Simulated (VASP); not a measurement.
The system is Rh.

```xyz
2
Lattice="2.7249 0.0000 0.0000 -1.3624 2.3598 0.0000 0.0000 0.0000 4.3851" Properties=species:S:1:pos:R:3 pbc="T T T"
Rh    1.3624    0.7866    3.2888
Rh    0.0000    1.5732    1.0963
```

This isn't the form of Rh at room conditions, which is fcc.

Base run:

* Program: VASP 6.6.1
* Functional: PBE
* Potentials or basis: VASP PAW PBE potentials, release 64 (Rh_pv)
* Cutoff: 500 eV
* k mesh: 21 × 21 × 12
* Occupations: gaussian, width 0.15 eV
* Spin: collinear spin, ferromagnetic start
* Starting moments: [0.5, 0.5] μB
* Fixed moment: 1 μB

Its results: pressure 1.7 GPa; site moments Rh +0.50 μB.

Question: The run is repeated on the same cell with these changes: fixed moment from 1 μB to 1.75 μB; moments at the start from [0.5, 0.5] to [0.88, 0.88]. What comes out?

Answer: Pressure 4.7 GPa; site moments Rh +0.87 μB.

Caveats: the total moment is fixed, so each spin has its own Fermi level and the state may be an excited one; the cell stands under pressure (at least some runs).
